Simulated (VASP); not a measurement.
# ZnS (P2_1) in VASP: single point with PBE

Aim: the single point of ZnS with PBE.

All numbers are computed with VASP 6.6.1; they aren't measurements. Logs are shortened: lines on timing, memory, paths and dates and some standing lists are left out, and cuts for length are marked.

**1. The cell of the first run**

It takes space group P2_1 (No. 4, monoclinic). The conventional cell has a = 3.811 Å, b = 6.234 Å, c = 3.811 Å, α = 90.00°, β = 120.00°, γ = 90.00°. Zn (site symmetry 1) has 4 S at 2.09 to 2.55 Å within 2.8 Å. S (site symmetry 1) has 4 Zn at 2.09 to 2.55 Å within 2.8 Å.

**2. Single point, PBE (atoms displaced along a vibrational mode)**

Input file INCAR:

```
  ALGO = Normal
  EDIFF = 1E-6
  ENCUT = 520
  GGA = PE
  ISIF = 2
  ISMEAR = 0
  LASPH = T
  LCHARG = T
  LELF = T
  LREAL = F
  LVHAR = T
  LWAVE = F
  NBANDS = 26
  NELM = 60
  PREC = Accurate
  SIGMA = 0.05
```

Input file KPOINTS:

```
k-points
0
Gamma
  12 12 6
```

Input file POSCAR:

```
ZnS
1.0
    3.8109987816      0.0000000000      0.0000000000
   -1.9054993908      3.3004217586      0.0000000000
    0.0000000000      0.0000000000      6.2340000000
Zn S
2 2
Direct
    0.3114656078      0.6666666667      0.0000000000
    0.6885343922      0.3333333333      0.5000000000
    0.2808536524      0.6666666667      0.3850000000
    0.7191463476      0.3333333333      0.8850000000
```

Potentials or basis: VASP PAW PBE potentials, release 64 (Zn, S).

On the command line:

```bash
> cat potpaw_PBE.64/Zn/POTCAR potpaw_PBE.64/S/POTCAR > POTCAR
> mpirun -np 1 vasp_std > vasp.out
```

OUTCAR:

```text
EDIFF = 1E-6
   ENCUT = 520
   GGA = PE
   ISIF = 2
   ISMEAR = 0
   LASPH = T
   LREAL = F
   NELM = 60
   PREC = Accurate

 ion  position               nearest neighbor table
   1  0.311  0.667  0.000-   4 2.09   4 2.33   3 2.40   4 2.55
   2  0.689  0.333  0.500-   3 2.09   3 2.33   4 2.40   3 2.55
   3  0.281  0.667  0.385-   2 2.09   2 2.33   1 2.40   2 2.55
   4  0.719  0.333  0.885-   1 2.09   1 2.33   2 2.40   1 2.55

  LATTYP: Found a hexagonal cell.
 ALAT       =     3.8109987816
 C/A-ratio  =     1.6357916539

  Lattice vectors:

 A1 = (   3.8109987816,   0.0000000000,   0.0000000000)
 A2 = (  -1.9054993908,   3.3004217586,   0.0000000000)
 A3 = (   0.0000000000,   0.0000000000,   6.2340000000)

Analysis of symmetry for initial positions (statically):
=====================================================================
 Subroutine PRICEL returns:
 Original cell was already a primitive cell.

 Routine SETGRP: Setting up the symmetry group for a
 hexagonal supercell.

 Subroutine GETGRP returns: Found  2 space group operations
 (whereof  1 operations were pure point group operations)
 out of a pool of 24 trial point group operations.

The static configuration has the point symmetry C_1 .
 The point group associated with its full space group is C_2 .

Analysis of symmetry for dynamics (positions and initial velocities):
=====================================================================
 Subroutine PRICEL returns:
 Original cell was already a primitive cell.

 Routine SETGRP: Setting up the symmetry group for a
 hexagonal supercell.

 Subroutine GETGRP returns: Found  2 space group operations
 (whereof  1 operations were pure point group operations)
 out of a pool of 24 trial point group operations.

The dynamic configuration has the point symmetry C_1 .
 The point group associated with its full space group is C_2 .

 Subroutine INISYM returns: Found  2 space group operations
 (whereof  1 operations are pure point group operations),
 and found     1 'primitive' translations

----------------------------------------------------------------------------------------

                                     Primitive cell

  volume of cell :      78.4106

  direct lattice vectors                    reciprocal lattice vectors
     3.810998782  0.000000000  0.000000000     0.262398405  0.151495789  0.000000000
    -1.905499391  3.300421759  0.000000000     0.000000000  0.302991579  0.000000000
     0.000000000  0.000000000  6.234000000     0.000000000  0.000000000  0.160410651

  length of vectors
     3.810998782  3.810998782  6.234000000     0.302991579  0.302991579  0.160410651

  position of ions in fractional coordinates (direct lattice)
     0.311465608  0.666666667  0.000000000
     0.688534392  0.333333333  0.500000000
     0.280853652  0.666666667  0.385000000
     0.719146348  0.333333333  0.885000000

  ion indices of the primitive-cell ions
   primitive index   ion index
                 1           1
                 2           2
                 3           3
                 4           4

----------------------------------------------------------------------------------------

 KPOINTS: k-points

Automatic generation of k-mesh.
 Grid dimensions read from file:
 generate k-points for:   12   12    6

 Generating k-lattice:

  Cartesian coordinates                     Fractional coordinates (reciprocal lattice)
     0.021866534  0.012624649  0.000000000     0.083333333  0.000000000  0.000000000
     0.000000000  0.025249298  0.000000000     0.000000000  0.083333333  0.000000000
     0.000000000  0.000000000  0.026735109     0.000000000  0.000000000  0.166666667

  Length of vectors
     0.025249298  0.025249298  0.026735109

  Shift w.r.t. Gamma in fractional coordinates (k-lattice)
     0.000000000  0.000000000  0.000000000

 Subroutine IBZKPT returns following result:
 ===========================================

 Found    296 irreducible k-points:

 Following reciprocal coordinates:
            Coordinates               Weight
  0.000000  0.000000  0.000000      1.000000
  0.083333  0.000000  0.000000      2.000000
  0.000000  0.083333  0.000000      2.000000
 -0.083333  0.083333  0.000000      2.000000
  0.166667  0.000000  0.000000      2.000000
  0.000000  0.166667  0.000000      2.000000
[... 16 lines left out ...]
  0.166667  0.083333  0.000000      2.000000
 -0.083333  0.250000  0.000000      2.000000
 [... further k-points ...]
   k-points           NKPTS =    296   k-points in BZ     NKDIM =    296   number of bands    NBANDS=     26
   number of dos      NEDOS =    301   number of ions     NIONS =      4
   total plane-waves  NPLWV =  37632
   dimension x,y,z NGX =    28 NGY =   28 NGZ =   48
   dimension x,y,z NGXF=    56 NGYF=   56 NGZF=   96
   ions per type =               2   2
   NGX,Y,Z   is equivalent  to a cutoff of  12.21, 12.21, 12.80 a.u.
   NGXF,Y,Z  is equivalent  to a cutoff of  24.43, 24.43, 25.60 a.u.
 SYSTEM =  unknown system
   PREC   = accura    normal or accurate (medium, high low for compatibility)
   ISTART =      0    job   : 0-new  1-cont  2-samecut
   ICHARG =      2    charge: 1-file 2-atom 10-const
   ISPIN  =      1    spin polarized calculation?
   LNONCOLLINEAR =      F non collinear calculations
   LSORBIT =      F    spin-orbit coupling
   LASPH  =      T    aspherical Exc in radial PAW
   ENCUT  =  520.0 eV  38.22 Ry    6.18 a.u.   7.09  7.09 11.59*2*pi/ulx,y,z
   NELM   =     60;   NELMIN=  2; NELMDL= -5     # of ELM steps
   EDIFF  = 0.1E-05   stopping-criterion for ELM
   LREAL  =      F    real-space projection
   EDIFFG = 0.1E-04   stopping-criterion for IOM
   NSW    =      0    number of steps for IOM
   IBRION =     -1    ionic relax: 0-MD 1-quasi-New 2-CG
   NFREE  =      0    steps in history (QN), initial steepest desc. (CG)
   ISIF   =      2    stress and relaxation
   ISYM   =      2    0-nonsym 1-usesym 2-fastsym
   POTIM  = 0.5000    time-step for ionic-motion
   TEBEG  =    0.0;   TEEND  =   0.0 temperature during run
   PSTRESS=    0.0 pullay stress
   NELECT =      36.0000    total number of electrons
   NUPDOWN=      -1.0000    fix difference up-down
   EMIN   =  10.00;   EMAX   =-10.00  energy-range for DOS
   EFERMI =   0.00;   METHOD = LEGACY
   ISMEAR =     0;   SIGMA  =   0.05  broadening in eV -4-tet -1-fermi 0-gaus
   EFERMI_NEDOS =   21; number of points for ismear=-14 and -15
   IALGO  =     38    algorithm
   IMIX   =      4    mixing-type and parameters
     AMIX     =   0.40;   BMIX     =  1.00
     AMIX_MAG =   1.60;   BMIX_MAG =  1.00
  volume/ion in A,a.u.               =      19.60       132.29
  Fermi-wavevector in a.u.,A,eV,Ry     =   1.262944  2.386617 21.701656  1.595027
  Thomas-Fermi vector in A             =   2.396326
   LORBIT       =      0    0 simple, 1 ext, 2 COOP (PROOUT), +10 PAW based schemes
   GGA     = PE    functional components
   LHFCALC =     F    Hartree Fock is set to
   AEXX    =    0.0000 exact exchange contribution
   IVDW    =     0    specifies the selected vdW correction
   LEPSILON=     F    determine dielectric tensor
   LRPA    =     F    only Hartree local field effects (RPA)
 non-spin polarized calculation
 Gauss-broadening in eV      SIGMA  =   0.05
  energy-cutoff  :      520.00
  volume of cell :       78.41
 maximum number of plane-waves:      2133
   NGX = 15   NGY = 15   NGZ = 23

 number of electron      35.9999984 magnetization

 Free energy of the ion-electron system (eV)
  ---------------------------------------------------
  ext. energy  EPLUGINS =         0.00000000
  ---------------------------------------------------
  free energy    TOTEN  =       -13.04194441 eV

  energy without entropy =      -13.04194441  energy(sigma->0) =      -13.04194441

 E-fermi :   2.4248     XC(G=0):  -9.6435

 val. band max:        2.2263171405   @ k =   0.0000   0.0000   0.0000
 cond. band min:       4.4131764532   @ k =   0.0000   0.0000   0.0000
 fundamental gap:      2.1868593127
 Fermi energy:         2.4247581944

 k-point     1 :       0.0000    0.0000    0.0000
  band No.  band energies     occupation
      1     -11.1371      2.00000
      2     -10.2230      2.00000
      3      -4.5062      2.00000
      4      -4.4766      2.00000
      5      -4.2880      2.00000
      6      -4.2443      2.00000
[... 18 lines left out ...]
     25      10.8345      0.00000
     26      11.2167      0.00000

 k-point     2 :       0.0833    0.0000    0.0000
  band No.  band energies     occupation
      1     -11.0867      2.00000
      2     -10.1941      2.00000
      3      -4.5119      2.00000
      4      -4.4730      2.00000
      5      -4.2758      2.00000
      6      -4.2178      2.00000
[... 18 lines left out ...]
     25      10.7340      0.00000
     26      10.9715      0.00000

 k-point     3 :       0.0000    0.0833    0.0000
  band No.  band energies     occupation
      1     -11.0895      2.00000
      2     -10.1943      2.00000
      3      -4.5094      2.00000
      4      -4.4708      2.00000
      5      -4.2785      2.00000
      6      -4.2272      2.00000
[... 18 lines left out ...]
     25      10.8664      0.00000
     26      10.9844      0.00000

 k-point     4 :      -0.0833    0.0833    0.0000
  band No.  band energies     occupation
      1     -11.0947      2.00000
      2     -10.1959      2.00000
      3      -4.5019      2.00000
      4      -4.4690      2.00000
      5      -4.2856      2.00000
      6      -4.2485      2.00000
[... 18 lines left out ...]
     25      10.8783      0.00000
     26      10.9895      0.00000
[... 496 lines left out ...]
      1     -11.0021      2.00000
      2     -10.1435      2.00000
      3      -4.5065      2.00000
      4      -4.4601      2.00000
      5      -4.2713      2.00000
      6      -4.2129      2.00000
[... 18 lines left out ...]
     25      10.5264      0.00000
     26      11.0415      0.00000

 k-point    23 :       0.1667    0.0833    0.0000
  band No.  band energies     occupation
      1     -10.8003      2.00000
      2     -10.0492      2.00000
      3      -4.5210      2.00000
      4      -4.4318      2.00000
      5      -4.1838      2.00000
      6      -4.1033      2.00000
[... 18 lines left out ...]
     25      10.5082      0.00000
     26      10.7623      0.00000

 k-point    24 :      -0.0833    0.2500    0.0000
  band No.  band energies     occupation
      1     -10.8463      2.00000
      2     -10.0519      2.00000
      3      -4.5019      2.00000
      4      -4.4355      2.00000
      5      -4.2498      2.00000
      6      -4.1971      2.00000
[... 18 lines left out ...]
     25      10.8246      0.00000
     26      11.2963      0.00000

 [... further k-points ...]
[... 5 lines left out ...]
  --------------------------------------------------------------------------------------
  -------------------------------------------------------------------------------------
  Total        4.6583407      2.8581673      1.4028940      4.3934942      0.0000000      0.0000000
  in kB       95.1846212     58.4013896     28.6655584     89.7729686      0.0000000      0.0000000
  external PRESSURE =      60.7505231 kB  Pullay stress =       0.0000000 kB

 VOLUME and BASIS-vectors are now :
 -----------------------------------------------------------------------------
  energy-cutoff  :      520.00
  volume of cell :       78.41
      direct lattice vectors                 reciprocal lattice vectors
     3.810998782  0.000000000  0.000000000     0.262398405  0.151495789  0.000000000
    -1.905499391  3.300421759  0.000000000     0.000000000  0.302991579  0.000000000
     0.000000000  0.000000000  6.234000000     0.000000000  0.000000000  0.160410651

 POSITION                                       TOTAL-FORCE (eV/Angst)
 -----------------------------------------------------------------------------------
     -0.08334      2.20028      0.00000         2.059284      0.946727      0.860101
      1.98884      1.10014      3.11700        -2.059284     -0.946727      0.860101
     -0.20000      2.20028      2.40009         2.374861      1.011468     -0.860101
      2.10550      1.10014      5.51709        -2.374861     -1.011468     -0.860101
 -----------------------------------------------------------------------------------
    total drift:                                0.000000     -0.000000      0.000391

  FREE ENERGIE OF THE ION-ELECTRON SYSTEM (eV)
  ---------------------------------------------------
  free  energy   TOTEN  =       -13.0419444090 eV

  energy  without entropy=      -13.0419444090  energy(sigma->0) =      -13.04194441
```

Run time: 7.1 min. Hardware: 1 thread of Intel Xeon Platinum 8488C (Sapphire Rapids), shared host; peak memory 0.56 GiB.

Results:

```
Free energy            : -13.0419 eV
Pressure               : 6.1 GPa
Largest force          : 2.721 eV/Å
Band gap on the k mesh : 2.19 eV
```

Forces in eV/Å, atoms in the order of the input:
```
Zn   2.059  0.947  0.860
Zn  -2.059 -0.947  0.860
S    2.375  1.011 -0.860
S   -2.375 -1.011 -0.860
```

Levels at points of the mesh, in eV from the valence-band top:
```tsv
k point	band 15	band 16	band 17	band 18	band 19	band 20	band 21	band 22
(0.00, 0.00, 0.00)	-0.41	-0.36	-0.05	0.00	2.19	3.05	6.25	6.38
(0.50, 0.00, 0.00)	-2.77	-2.36	-2.11	-1.00	3.84	4.64	6.06	6.38
(0.00, 0.50, 0.00)	-3.36	-2.18	-1.49	-0.95	3.54	4.00	5.06	7.00
(0.50, 0.50, 0.00)	-3.64	-2.36	-1.08	-0.93	3.22	3.64	4.28	7.05
(0.00, 0.00, 0.50)	-0.90	-0.90	-0.21	-0.21	3.42	3.42	6.15	6.15
(0.50, 0.00, 0.50)	-1.75	-1.75	-1.44	-1.44	3.41	3.41	5.25	5.25
(0.00, 0.50, 0.50)	-1.85	-1.85	-1.32	-1.32	3.42	3.42	4.90	4.90
(0.50, 0.50, 0.50)	-1.90	-1.90	-1.61	-1.61	3.61	3.61	4.92	4.92
```

Caveat: the cell differs from its parent crystal (atoms displaced along a vibrational mode); the cell stands under pressure; forces of over 1 eV/Å act on the atoms, so gaps and moduli don't describe the material at rest. A k mesh can miss the band edges.
